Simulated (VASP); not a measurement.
# Si (C2/m) in VASP: single point with r2SCAN

Aim: the single point of Si with r2SCAN.

Program: VASP 6.6.1. These are calculated values, not measurements. Logs are shortened: lines on timing, memory, paths and dates and some standing lists are left out, and cuts for length are marked.

**1. The cell of the first run**

It takes space group C2/m (No. 12, monoclinic). The conventional cell has a = 13.307 Å, b = 3.731 Å, c = 6.184 Å, α = 90.00°, β = 96.43°, γ = 90.00°. Within 3.0 Å of Si (site symmetry m) lie 4 Si at 2.26 to 2.31 Å. Within 3.0 Å of Si (site symmetry m) lie 4 Si at 2.29 to 2.34 Å. Within 3.0 Å of Si (site symmetry m) lie 4 Si at 2.26 to 2.29 Å. Within 3.0 Å of Si (site symmetry m) lie 4 Si at 2.26 to 2.34 Å.

**2. Single point, r2SCAN (19.07 Å³/atom)**

Contents of POSCAR:

```
Si
1.0
    6.6532926596     -1.8656053708      0.0142514192
    6.6532926596      1.8656053708      0.0142514192
   -0.7057153754      0.0000000000      6.1431095792
Si
8
Direct
    0.0533947299      0.0533947299      0.8702190179
    0.9466052701      0.9466052701      0.1297809821
    0.5577523340      0.5577523340      0.6524247328
    0.4422476660      0.4422476660      0.3475752672
    0.2110263892      0.2110263892      0.0575653465
    0.7889736108      0.7889736108      0.9424346535
    0.7273755966      0.7273755966      0.5859861588
    0.2726244034      0.2726244034      0.4140138412
```

Contents of INCAR.step1:

```
ALGO = Normal
EDIFF = 1E-4
ENCUT = 520
GGA = PE
ISMEAR = 0
LASPH = True
LCHARG = False
LREAL = False
LWAVE = True
NBANDS = 26
NELM = 80
PREC = Accurate
SIGMA = 0.02
```

Contents of INCAR.step2:

```
ALGO = Normal
EDIFF = 1E-6
ENCUT = 520
ISIF = 2
ISMEAR = 0
ISTART = 1
LASPH = True
LCHARG = False
LMIXTAU = True
LREAL = False
LWAVE = False
METAGGA = R2SCAN
NBANDS = 26
NELM = 80
PREC = Accurate
SIGMA = 0.02
```

Contents of KPOINTS:

```
k-points
0
Gamma
  10 10 6
```

Potentials or basis: VASP PAW PBE potentials, release 64 (Si).

Started as:

```
$ cat potpaw_PBE.64/Si/POTCAR > POTCAR
$ cp INCAR.step1 INCAR
$ mpirun -np 1 vasp_std > vasp.out
$ cp INCAR.step2 INCAR
$ mpirun -np 1 vasp_std > vasp.out
```

OUTCAR:

```text
EDIFF = 1E-6
   ENCUT = 520
   ISIF = 2
   ISMEAR = 0
   ISTART = 1
   LASPH = True
   LREAL = False
   METAGGA = R2SCAN
   NELM = 80
   PREC = Accurate

 ion  position               nearest neighbor table
   1  0.053  0.053  0.870-   2 2.26   5 2.28   3 2.31   3 2.31
   2  0.947  0.947  0.130-   1 2.26   6 2.28   4 2.31   4 2.31
   3  0.558  0.558  0.652-   4 2.29   1 2.31   1 2.31   7 2.34
   4  0.442  0.442  0.348-   3 2.29   2 2.31   2 2.31   8 2.34
   5  0.211  0.211  0.058-   8 2.26   1 2.28   6 2.29   6 2.29
   6  0.789  0.789  0.942-   7 2.26   2 2.28   5 2.29   5 2.29
   7  0.727  0.727  0.586-   8 2.26   8 2.26   6 2.26   3 2.34
   8  0.273  0.273  0.414-   7 2.26   7 2.26   5 2.26   4 2.34

  LATTYP: Found a base centered monoclinic cell.
 ALAT       =    13.3066158458
 B/A-ratio  =     0.2804026798
 C/A-ratio  =     0.4646946140
 COS(beta)  =    -0.1120002847

  Lattice vectors:

 A1 = (   6.6532926596,  -1.8656053708,   0.0142514192)
 A2 = (   6.6532926596,   1.8656053708,   0.0142514192)
 A3 = (  -0.7057153754,   0.0000000000,   6.1431095792)

Analysis of symmetry for initial positions (statically):
=====================================================================
 Subroutine PRICEL returns:
 Original cell was already a primitive cell.

 Routine SETGRP: Setting up the symmetry group for a
 base centered monoclinic supercell.

 Subroutine GETGRP returns: Found  4 space group operations
 (whereof  4 operations were pure point group operations)
 out of a pool of  4 trial point group operations.

The static configuration has the point symmetry C_2h.

Analysis of symmetry for dynamics (positions and initial velocities):
=====================================================================
 Subroutine PRICEL returns:
 Original cell was already a primitive cell.

 Routine SETGRP: Setting up the symmetry group for a
 base centered monoclinic supercell.

 Subroutine GETGRP returns: Found  4 space group operations
 (whereof  4 operations were pure point group operations)
 out of a pool of  4 trial point group operations.

The dynamic configuration has the point symmetry C_2h.

 Subroutine INISYM returns: Found  4 space group operations
 (whereof  4 operations are pure point group operations),
 and found     1 'primitive' translations

----------------------------------------------------------------------------------------
[... 110 lines left out ...]
   NFREE  =      0    steps in history (QN), initial steepest desc. (CG)
   ISIF   =      2    stress and relaxation
   ISYM   =      2    0-nonsym 1-usesym 2-fastsym
   POTIM  = 0.5000    time-step for ionic-motion
   TEBEG  =    0.0;   TEEND  =   0.0 temperature during run
   PSTRESS=    0.0 pullay stress
   NELECT =      32.0000    total number of electrons
   NUPDOWN=      -1.0000    fix difference up-down
   EMIN   =  10.00;   EMAX   =-10.00  energy-range for DOS
   EFERMI =   0.00;   METHOD = LEGACY
   ISMEAR =     0;   SIGMA  =   0.02  broadening in eV -4-tet -1-fermi 0-gaus
   EFERMI_NEDOS =   21; number of points for ismear=-14 and -15
   IALGO  =     38    algorithm
   IMIX   =      4    mixing-type and parameters
     AMIX     =   0.40;   BMIX     =  1.00
     AMIX_MAG =   1.60;   BMIX_MAG =  1.00
  volume/ion in A,a.u.               =      19.07       128.67
  Fermi-wavevector in a.u.,A,eV,Ry     =   0.972742  1.838216 12.874199  0.946227
  Thomas-Fermi vector in A             =   2.103065
   LORBIT       =      0    0 simple, 1 ext, 2 COOP (PROOUT), +10 PAW based schemes
   METAGGA = R2SCAN    functional components
   LHFCALC =     F    Hartree Fock is set to
   AEXX    =    0.0000 exact exchange contribution
   IVDW    =     0    specifies the selected vdW correction
   LEPSILON=     F    determine dielectric tensor
   LRPA    =     F    only Hartree local field effects (RPA)
 non-spin polarized calculation
 Gauss-broadening in eV      SIGMA  =   0.02
  energy-cutoff  :      520.00
  volume of cell :      152.54
 maximum number of plane-waves:      4136
 NGX is ok and might be reduce to    54
   NGX = 25   NGY = 25   NGZ = 23

 number of electron      32.0000001 magnetization

 Free energy of the ion-electron system (eV)
  ---------------------------------------------------
  ext. energy  EPLUGINS =         0.00000000
  ---------------------------------------------------
  free energy    TOTEN  =       -69.12309439 eV

  energy without entropy =      -69.12309439  energy(sigma->0) =      -69.12309439

 E-fermi :   6.6524     XC(G=0):  -9.9828

 val. band max:        6.5256425200   @ k =   0.0000   0.0000   0.0000
 cond. band min:       6.8003506199   @ k =   0.5000   0.5000   0.5000
 fundamental gap:      0.2747080999
 Fermi energy:         6.6524484409

 k-point     1 :       0.0000    0.0000    0.0000
  band No.  band energies     occupation
      1      -6.9423      2.00000
      2      -4.3685      2.00000
      3      -4.1719      2.00000
      4      -3.5301      2.00000
      5      -1.4009      2.00000
      6      -0.8902      2.00000
[... 685 lines left out ...]
     25      10.4761      0.00000
     26      10.7257      0.00000

 [... further k-points ...]

------------------------ aborting loop because EDIFF is reached ----------------------------------------

  FORCE on cell =-STRESS in cart. coord.  units (eV):
  Direction    XX          YY          ZZ          XY          YZ          ZX
  --------------------------------------------------------------------------------------
  -------------------------------------------------------------------------------------
  Total        9.2772898      9.2312830      9.2679202      0.0000000      0.0000000     -0.0307193
  in kB       97.4428954     96.9596692     97.3444839      0.0000000      0.0000000     -0.3226564
  external PRESSURE =      97.2490162 kB  Pullay stress =       0.0000000 kB

 VOLUME and BASIS-vectors are now :
 -----------------------------------------------------------------------------
  energy-cutoff  :      520.00
  volume of cell :      152.54
      direct lattice vectors                 reciprocal lattice vectors
     6.653292660 -1.865605371  0.014251419     0.075132272 -0.268009520  0.008631134
     6.653292660  1.865605371  0.014251419     0.075132272  0.268009520  0.008631134
    -0.705715375  0.000000000  6.143109579    -0.000348599  0.000000000  0.162743961

 POSITION                                       TOTAL-FORCE (eV/Angst)
 -----------------------------------------------------------------------------------
      0.09637      0.00000      5.34737         0.006653      0.000000      0.006877
     12.50450      0.00000      0.82424        -0.006653      0.000000     -0.006877
      6.96135      0.00000      4.02381         0.000699      0.000000      0.007996
      5.63952      0.00000      2.14780        -0.000699      0.000000     -0.007996
      2.76742      0.00000      0.35965         0.016238      0.000000     -0.012928
      9.83345      0.00000      5.81197        -0.016238      0.000000      0.012928
      9.26535      0.00000      3.62051         0.017095      0.000000      0.012423
      3.33552      0.00000      2.55110        -0.017095      0.000000     -0.012423
 -----------------------------------------------------------------------------------
    total drift:                                0.000000      0.000000     -0.000000

  FREE ENERGIE OF THE ION-ELECTRON SYSTEM (eV)
  ---------------------------------------------------
  free  energy   TOTEN  =       -69.1230943896 eV

  energy  without entropy=      -69.1230943896  energy(sigma->0) =      -69.12309439
```

OSZICAR.step1:

```text
N       E                     dE             d eps       ncg     rms          rms(c)
DAV:   1     0.681657942585E+02    0.68166E+02   -0.12135E+04  8944   0.102E+03
DAV:   2    -0.380688883900E+02   -0.10623E+03   -0.98068E+02 11426   0.150E+02
DAV:   3    -0.433465693252E+02   -0.52777E+01   -0.51885E+01 11888   0.305E+01
DAV:   4    -0.434414912378E+02   -0.94922E-01   -0.94623E-01 11328   0.513E+00
DAV:   5    -0.434437871644E+02   -0.22959E-02   -0.22940E-02 11692   0.761E-01    0.109E+01
DAV:   6    -0.426056347173E+02    0.83815E+00   -0.55257E-01 10806   0.335E+00    0.661E+00
DAV:   7    -0.423066209894E+02    0.29901E+00   -0.92762E-01 11038   0.397E+00    0.834E-01
DAV:   8    -0.423096903630E+02   -0.30694E-02   -0.10122E-01 10876   0.164E+00    0.516E-01
DAV:   9    -0.423115983817E+02   -0.19080E-02   -0.81691E-03 10998   0.440E-01    0.172E-01
DAV:  10    -0.423121267864E+02   -0.52840E-03   -0.15560E-03 10262   0.177E-01    0.672E-02
DAV:  11    -0.423123998709E+02   -0.27308E-03   -0.36624E-04 10584   0.912E-02    0.402E-02
DAV:  12    -0.423124283445E+02   -0.28474E-04   -0.64569E-05  6238   0.410E-02
   1 F= -.42312428E+02 E0= -.42312428E+02  d E =-.598366E-08
```

It took 81 min on 1 thread of Oxide Virtual Turin-like, shared host; peak memory 0.64 GiB.

What came out:

```
Free energy            : -69.1231 eV
Pressure               : 9.7 GPa
Largest force          : 0.021 eV/Å
Band gap on the k mesh : 0.27 eV (least direct gap 0.64 eV)
```

Forces in eV/Å, atoms in the order of the input:
```
Si   0.007  0.000  0.007
Si  -0.007  0.000 -0.007
Si   0.001  0.000  0.008
Si  -0.001  0.000 -0.008
Si   0.016  0.000 -0.013
Si  -0.016  0.000  0.013
Si   0.017  0.000  0.012
Si  -0.017  0.000 -0.012
```

Caveat: the cell stands under pressure; the PAW data sets were made with another functional, which shifts forces and pressure a little. A k mesh can miss the band edges.
